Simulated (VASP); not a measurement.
# CaO (Lime) (Fm-3m) in VASP: a series of runs

Runs on CaO (Lime). Level: PBE. Tasks: single point.

Program: VASP 6.6.1. These are calculated values, not measurements. Logs are shortened: lines on timing, memory, paths and dates and some standing lists are left out, and cuts for length are marked.

## Step 1: The cell of the first run

The structure is cubic, space group Fm-3m (No. 225). Conventional cell: a = 4.647 Å, b = 4.647 Å, c = 4.647 Å, α = 90.00°, β = 90.00°, γ = 90.00°. Ca (site symmetry m-3m) has 6 O at 2.32 Å within 3.1 Å. Within 3.1 Å of O (site symmetry m-3m) lie 6 Ca at 2.32 Å.

## Step 2: Single point, PBE

INCAR

```
PREC = Accurate ; ENCUT = 520
EDIFF = 1E-6 ; ISMEAR = 0
SIGMA = 0.01 ; LREAL = False
LASPH = True ; NELM = 100
ALGO = Normal ; ISIF = 2
LWAVE = False ; LCHARG = False
GGA = PE ; NBANDS = 15
```

KPOINTS

```
regular mesh
0
Gamma
  7 7 7
```

POSCAR

```
CaO
1.0
    0.0000000000      2.3234502041      2.3234502041
    2.3234502041      0.0000000000      2.3234502041
    2.3234502041      2.3234502041      0.0000000000
Ca O
1 1
Direct
    0.0000000000      0.0000000000      0.0000000000
    0.5000000000      0.5000000000      0.5000000000
```

Potentials or basis: VASP PAW PBE potentials, release 64 (Ca_sv, O).

Started as:

```
$ cat potpaw_PBE.64/Ca_sv/POTCAR potpaw_PBE.64/O/POTCAR > POTCAR
$ mpirun -np 1 vasp_std > vasp.out
```

OUTCAR:

```text
PREC = Accurate
   ENCUT = 520
   EDIFF = 1E-6
   ISMEAR = 0
   LREAL = False
   LASPH = True
   NELM = 100
   ISIF = 2
   GGA = PE

 ion  position               nearest neighbor table
   1  0.000  0.000  0.000-   2 2.32   2 2.32   2 2.32   2 2.32   2 2.32   2 2.32
   2  0.500  0.500  0.500-   1 2.32   1 2.32   1 2.32   1 2.32   1 2.32   1 2.32

  LATTYP: Found a face centered cubic cell.
 ALAT       =     4.6469004082

  Lattice vectors:

 A1 = (   0.0000000000,   2.3234502041,   2.3234502041)
 A2 = (   2.3234502041,   0.0000000000,   2.3234502041)
 A3 = (   2.3234502041,   2.3234502041,   0.0000000000)

Analysis of symmetry for initial positions (statically):
=====================================================================
 Subroutine PRICEL returns:
 Original cell was already a primitive cell.

 Routine SETGRP: Setting up the symmetry group for a
 face centered cubic supercell.

 Subroutine GETGRP returns: Found 48 space group operations
 (whereof 48 operations were pure point group operations)
 out of a pool of 48 trial point group operations.

The static configuration has the point symmetry O_h .

Analysis of symmetry for dynamics (positions and initial velocities):
=====================================================================
 Subroutine PRICEL returns:
 Original cell was already a primitive cell.

 Routine SETGRP: Setting up the symmetry group for a
 face centered cubic supercell.

 Subroutine GETGRP returns: Found 48 space group operations
 (whereof 48 operations were pure point group operations)
 out of a pool of 48 trial point group operations.

The dynamic configuration has the point symmetry O_h .

 Subroutine INISYM returns: Found 48 space group operations
 (whereof 48 operations are pure point group operations),
 and found     1 'primitive' translations

----------------------------------------------------------------------------------------

                                     Primitive cell

  volume of cell :      25.0859

  direct lattice vectors                    reciprocal lattice vectors
     0.000000000  2.323450204  2.323450204    -0.215197209  0.215197209  0.215197209
     2.323450204  0.000000000  2.323450204     0.215197209 -0.215197209  0.215197209
     2.323450204  2.323450204  0.000000000     0.215197209  0.215197209 -0.215197209

  length of vectors
     3.285854790  3.285854790  3.285854790     0.372732500  0.372732500  0.372732500

  position of ions in fractional coordinates (direct lattice)
     0.000000000  0.000000000  0.000000000
     0.500000000  0.500000000  0.500000000

  ion indices of the primitive-cell ions
   primitive index   ion index
                 1           1
                 2           2

----------------------------------------------------------------------------------------

 KPOINTS: regular mesh

Automatic generation of k-mesh.
 Grid dimensions read from file:
 generate k-points for:    7    7    7

 Generating k-lattice:

  Cartesian coordinates                     Fractional coordinates (reciprocal lattice)
    -0.030742458  0.030742458  0.030742458     0.142857143  0.000000000  0.000000000
     0.030742458 -0.030742458  0.030742458     0.000000000  0.142857143  0.000000000
     0.030742458  0.030742458 -0.030742458     0.000000000  0.000000000  0.142857143

  Length of vectors
     0.053247500  0.053247500  0.053247500

  Shift w.r.t. Gamma in fractional coordinates (k-lattice)
     0.000000000  0.000000000  0.000000000

 Subroutine IBZKPT returns following result:
 ===========================================

 Found     20 irreducible k-points:

 Following reciprocal coordinates:
            Coordinates               Weight
  0.000000  0.000000  0.000000      1.000000
  0.142857  0.000000  0.000000      8.000000
  0.285714  0.000000  0.000000      8.000000
  0.428571  0.000000  0.000000      8.000000
  0.142857  0.142857  0.000000      6.000000
  0.285714  0.142857  0.000000     24.000000
[... 12 lines left out ...]
 -0.428571  0.428571  0.142857     24.000000
 -0.285714  0.428571  0.142857     24.000000
   k-points           NKPTS =     20   k-points in BZ     NKDIM =     20   number of bands    NBANDS=     15
   number of dos      NEDOS =    301   number of ions     NIONS =      2
   total plane-waves  NPLWV =  13824
   dimension x,y,z NGX =    24 NGY =   24 NGZ =   24
   dimension x,y,z NGXF=    48 NGYF=   48 NGZF=   48
   ions per type =               1   1
   NGX,Y,Z   is equivalent  to a cutoff of  12.14, 12.14, 12.14 a.u.
   NGXF,Y,Z  is equivalent  to a cutoff of  24.29, 24.29, 24.29 a.u.
 SYSTEM =  unknown system
   PREC   = accura    normal or accurate (medium, high low for compatibility)
   ISTART =      0    job   : 0-new  1-cont  2-samecut
   ICHARG =      2    charge: 1-file 2-atom 10-const
   ISPIN  =      1    spin polarized calculation?
   LNONCOLLINEAR =      F non collinear calculations
   LSORBIT =      F    spin-orbit coupling
   LASPH  =      T    aspherical Exc in radial PAW
   ENCUT  =  520.0 eV  38.22 Ry    6.18 a.u.   6.11  6.11  6.11*2*pi/ulx,y,z
   NELM   =    100;   NELMIN=  2; NELMDL= -5     # of ELM steps
   EDIFF  = 0.1E-05   stopping-criterion for ELM
   LREAL  =      F    real-space projection
   EDIFFG = 0.1E-04   stopping-criterion for IOM
   NSW    =      0    number of steps for IOM
   IBRION =     -1    ionic relax: 0-MD 1-quasi-New 2-CG
   NFREE  =      0    steps in history (QN), initial steepest desc. (CG)
   ISIF   =      2    stress and relaxation
   ISYM   =      2    0-nonsym 1-usesym 2-fastsym
   POTIM  = 0.5000    time-step for ionic-motion
   TEBEG  =    0.0;   TEEND  =   0.0 temperature during run
   PSTRESS=    0.0 pullay stress
   NELECT =      16.0000    total number of electrons
   NUPDOWN=      -1.0000    fix difference up-down
   EMIN   =  10.00;   EMAX   =-10.00  energy-range for DOS
   EFERMI =   0.00;   METHOD = LEGACY
   ISMEAR =     0;   SIGMA  =   0.01  broadening in eV -4-tet -1-fermi 0-gaus
   EFERMI_NEDOS =   21; number of points for ismear=-14 and -15
   IALGO  =     38    algorithm
   IMIX   =      4    mixing-type and parameters
     AMIX     =   0.40;   BMIX     =  1.00
     AMIX_MAG =   1.60;   BMIX_MAG =  1.00
  volume/ion in A,a.u.               =      12.54        84.64
  Fermi-wavevector in a.u.,A,eV,Ry     =   1.409196  2.662995 27.018910  1.985834
  Thomas-Fermi vector in A             =   2.531277
   LORBIT       =      0    0 simple, 1 ext, 2 COOP (PROOUT), +10 PAW based schemes
   GGA     = PE    functional components
   LHFCALC =     F    Hartree Fock is set to
   AEXX    =    0.0000 exact exchange contribution
   IVDW    =     0    specifies the selected vdW correction
   LEPSILON=     F    determine dielectric tensor
   LRPA    =     F    only Hartree local field effects (RPA)
 non-spin polarized calculation
 Gauss-broadening in eV      SIGMA  =   0.01
  energy-cutoff  :      520.00
  volume of cell :       25.09
 maximum number of plane-waves:       688
   NGX = 13   NGY = 13   NGZ = 13

 number of electron      15.9999995 magnetization

 Free energy of the ion-electron system (eV)
  ---------------------------------------------------
  ext. energy  EPLUGINS =         0.00000000
  ---------------------------------------------------
  free energy    TOTEN  =       -12.64986098 eV

  energy without entropy =      -12.64986098  energy(sigma->0) =      -12.64986098

 E-fermi :   3.1207     XC(G=0): -10.9800

 val. band max:        2.9598504951   @ k =   0.0000   0.0000   0.0000
 cond. band min:       6.6410244273   @ k =   0.4286   0.4286   0.0000
 fundamental gap:      3.6811739322
 Fermi energy:         3.1206799262

 k-point     1 :       0.0000    0.0000    0.0000
  band No.  band energies     occupation
      1     -34.2871      2.00000
      2     -14.9594      2.00000
      3     -14.9594      2.00000
      4     -14.9594      2.00000
      5     -12.7717      2.00000
      6       2.9598      2.00000
      7       2.9599      2.00000
      8       2.9599      2.00000
      9       8.5456      0.00000
     10       9.4178      0.00000
     11       9.4178      0.00000
     12       9.4178      0.00000
     13      11.1067      0.00000
     14      11.1067      0.00000
     15      18.6666      0.00000

 k-point     2 :       0.1429    0.0000    0.0000
  band No.  band energies     occupation
      1     -34.2571      2.00000
      2     -15.4028      2.00000
      3     -14.9725      2.00000
      4     -14.9725      2.00000
      5     -12.3240      2.00000
      6       2.2477      2.00000
      7       2.6379      2.00000
      8       2.6379      2.00000
      9       9.3195      0.00000
     10       9.5044      0.00000
     11       9.8059      0.00000
     12       9.8059      0.00000
     13      11.6660      0.00000
     14      11.6660      0.00000
     15      19.5268      0.00000

 k-point     3 :       0.2857    0.0000    0.0000
  band No.  band energies     occupation
      1     -34.1889      2.00000
      2     -16.1032      2.00000
      3     -15.0015      2.00000
      4     -15.0015      2.00000
      5     -11.6090      2.00000
      6       1.0063      2.00000
      7       2.0197      2.00000
      8       2.0197      2.00000
      9       9.6365      0.00000
     10      10.7814      0.00000
     11      10.7814      0.00000
     12      11.1629      0.00000
     13      12.9167      0.00000
     14      12.9167      0.00000
     15      19.7996      0.00000
[... 271 lines left out ...]
 k-point    19 :      -0.4286    0.4286    0.1429
  band No.  band energies     occupation
      1     -34.0854      2.00000
      2     -15.8527      2.00000
      3     -15.3717      2.00000
      4     -15.3624      2.00000
      5     -12.0659      2.00000
      6       1.5327      2.00000
      7       1.9669      2.00000
      8       2.2429      2.00000
      9       7.8334      0.00000
     10      11.4679      0.00000
     11      12.1020      0.00000
     12      13.0257      0.00000
     13      13.2137      0.00000
     14      16.1290      0.00000
     15      18.4820      0.00000

 k-point    20 :      -0.2857    0.4286    0.1429
  band No.  band energies     occupation
      1     -34.0803      2.00000
      2     -15.8309      2.00000
      3     -15.5830      2.00000
      4     -15.3082      2.00000
      5     -11.8658      2.00000
      6       1.3859      2.00000
      7       1.8547      2.00000
      8       1.9462      2.00000
      9       9.1107      0.00000
     10      10.2749      0.00000
     11      12.1891      0.00000
     12      12.9532      0.00000
     13      13.7262      0.00000
     14      17.8656      0.00000
     15      18.0732      0.00000

------------------------ aborting loop because EDIFF is reached ----------------------------------------

  FORCE on cell =-STRESS in cart. coord.  units (eV):
  Direction    XX          YY          ZZ          XY          YZ          ZX
  --------------------------------------------------------------------------------------
  -------------------------------------------------------------------------------------
  Total        2.6224014      2.6224014      2.6224014      0.0000000     -0.0000000     -0.0000000
  in kB      167.4864364    167.4864364    167.4864364      0.0000000     -0.0000000     -0.0000000
  external PRESSURE =     167.4864364 kB  Pullay stress =       0.0000000 kB

 VOLUME and BASIS-vectors are now :
 -----------------------------------------------------------------------------
  energy-cutoff  :      520.00
  volume of cell :       25.09
      direct lattice vectors                 reciprocal lattice vectors
     0.000000000  2.323450204  2.323450204    -0.215197209  0.215197209  0.215197209
     2.323450204  0.000000000  2.323450204     0.215197209 -0.215197209  0.215197209
     2.323450204  2.323450204  0.000000000     0.215197209  0.215197209 -0.215197209

 POSITION                                       TOTAL-FORCE (eV/Angst)
 -----------------------------------------------------------------------------------
      0.00000      0.00000      0.00000         0.000000      0.000000     -0.000000
      2.32345      2.32345      2.32345        -0.000000      0.000000      0.000000
 -----------------------------------------------------------------------------------
    total drift:                                0.000000     -0.000000     -0.000000

  FREE ENERGIE OF THE ION-ELECTRON SYSTEM (eV)
  ---------------------------------------------------
  free  energy   TOTEN  =       -12.6498609779 eV

  energy  without entropy=      -12.6498609779  energy(sigma->0) =      -12.64986098
```

It took 10 s on 1 thread of Intel Xeon 8259CL, shared host; peak memory 0.14 GiB.

What came out:

```
Free energy            : -12.6499 eV
Pressure               : 16.7 GPa
Band gap on the k mesh : 3.68 eV, indirect (least direct gap 4.03 eV)
```

## Step 3: Single point, PBE

This run uses another cell than the first one, of 12.89 Å³/atom, 1.028 times its volume.

INCAR

```
SYSTEM = CaO
PREC = Accurate
ENCUT = 520
EDIFF = 1E-6
ISMEAR = 0
SIGMA = 0.01
LREAL = .False.
LASPH = .True.
NELM = 60
ALGO = Normal
ISIF = 2
LWAVE = .False.
LCHARG = .True.
GGA = PE
LELF = .True.
LVHAR = .True.
NBANDS = 15
```

KPOINTS

```
Automatic mesh
0
Gamma
  7 7 7
  0 0 0
```

POSCAR

```
CaO
1.0
    0.0000000000      2.3447674517      2.3447674517
    2.3447674517      0.0000000000      2.3447674517
    2.3447674517      2.3447674517      0.0000000000
Ca O
1 1
Direct
    0.0000000000      0.0000000000      0.0000000000
    0.5000000000      0.5000000000      0.5000000000
```

Potentials or basis: VASP PAW PBE potentials, release 64 (Ca_sv, O).

Started as:

```
$ cat potpaw_PBE.64/Ca_sv/POTCAR potpaw_PBE.64/O/POTCAR > POTCAR
$ mpirun -np 1 vasp_std > vasp.out
```

Wall time 20 s (1 thread of Intel Xeon 8259CL, shared host); peak memory 0.15 GiB.

Results (log left out):

- Free energy: -12.7135 eV
- Pressure: 12.2 GPa
- Band gap on the k mesh: 3.70 eV, indirect (least direct gap 4.06 eV)

Levels at points of the mesh, in eV from the valence-band top:
| k point | band 5 | band 6 | band 7 | band 8 | band 9 | band 10 | band 11 | band 12 |
| --- | --- | --- | --- | --- | --- | --- | --- | --- |
| (0.00, 0.00, 0.00) | -15.68 | 0.00 | 0.00 | 0.00 | 5.34 | 6.40 | 6.40 | 6.40 |

A k mesh can miss the band edges.

## Step 4: Single point, PBE

This run uses another cell than the first one, of 13.24 Å³/atom, 1.056 times its volume.

INCAR

```
  PREC = Accurate
  ENCUT = 520
  EDIFF = 1E-6
  ISMEAR = 0
  SIGMA = 0.01
  LREAL = F
  LASPH = T
  NELM = 100
  ALGO = Normal
  ISIF = 2
  LWAVE = F
  LCHARG = F
  GGA = PE
  NBANDS = 15
```

KPOINTS

```
regular mesh
0
Gamma
  7 7 7
```

POSCAR

```
CaO
1.0
    0.0000000000      2.3657039832      2.3657039832
    2.3657039832      0.0000000000      2.3657039832
    2.3657039832      2.3657039832      0.0000000000
Ca O
1 1
Direct
    0.0000000000      0.0000000000      0.0000000000
    0.5000000000      0.5000000000      0.5000000000
```

Started as:

```
$ cat potpaw_PBE.64/Ca_sv/POTCAR potpaw_PBE.64/O/POTCAR > POTCAR
$ mpirun -np 1 vasp_std > vasp.out
```

Wall time 20 s (1 thread of Intel Xeon 8259CL, shared host); peak memory 0.16 GiB.

Results (log left out):

- Free energy: -12.7587 eV
- Pressure: 8.2 GPa
- Band gap on the k mesh: 3.71 eV, indirect (least direct gap 4.08 eV)

Levels at points of the mesh, in eV from the valence-band top:
```tsv
k point	band 4	band 5	band 6	band 7	band 8	band 9	band 10	band 11	band 12	band 13
(0.00, 0.00, 0.00)	-18.18	-15.63	0.00	0.00	0.00	5.11	6.34	6.34	6.34	7.93
```

A k mesh can miss the band edges.

## Step 5: Single point, PBE

This run uses another cell than the first one, of 13.59 Å³/atom, 1.083 times its volume.

INCAR

```
SYSTEM = CaO
PREC = Accurate
ENCUT = 520
EDIFF = 1E-7
ISMEAR = 0
SIGMA = 0.01
LREAL = .FALSE.
LASPH = .TRUE.
NELM = 80
ALGO = Normal
ISIF = 2
LWAVE = .FALSE.
LCHARG = .FALSE.
GGA = PE
NBANDS = 15
```

KPOINTS

```
Automatic mesh
0
G
  7 7 7
  0 0 0
```

POSCAR

```
CaO
1.0
    0.0000000000      2.3862763548      2.3862763548
    2.3862763548      0.0000000000      2.3862763548
    2.3862763548      2.3862763548      0.0000000000
Ca O
1 1
Direct
    0.0000000000      0.0000000000      0.0000000000
    0.5000000000      0.5000000000      0.5000000000
```

Started as:

```
$ cat potpaw_PBE.64/Ca_sv/POTCAR potpaw_PBE.64/O/POTCAR > POTCAR
$ mpirun -np 1 vasp_std > vasp.out
```

It took 28 s on 1 thread of Intel Xeon 8259CL, shared host; peak memory 0.16 GiB.

It converged, with:

| Quantity | Value |
| --- | --- |
| Free energy | -12.7877 eV |
| Pressure | 4.8 GPa |
| Band gap on the k mesh | 3.72 eV, indirect (least direct gap 4.09 eV) |

Levels at points of the mesh, in eV from the valence-band top:
| k point | band 6 | band 7 | band 8 | band 9 | band 10 | band 11 |
| --- | --- | --- | --- | --- | --- | --- |
| (0.00, 0.00, 0.00) | 0.00 | 0.00 | 0.00 | 4.89 | 6.28 | 6.28 |

A k mesh can miss the band edges. A hybrid or GW would open this gap; PBE tends to underestimate it.

## Step 6: Summary

```tsv
cell	gap on the mesh (eV)	pressure (GPa)
a = 3.286 Å, angles 60.0°, 2 atoms	3.68	16.7
a = 3.316 Å, angles 60.0°, 2 atoms	3.70	12.2
a = 3.346 Å, angles 60.0°, 2 atoms	3.71	8.2
a = 3.375 Å, angles 60.0°, 2 atoms	3.72	4.8
```

Alike in all rows: task single point; level PBE; potentials or basis VASP PAW PBE potentials, release 64 (Ca_sv, O); no spin polarisation; k mesh 7 × 7 × 7; cutoff (eV) 520; smearing gaussian 0.01 eV.

Absolute energies hang on the potentials; compare differences alone.
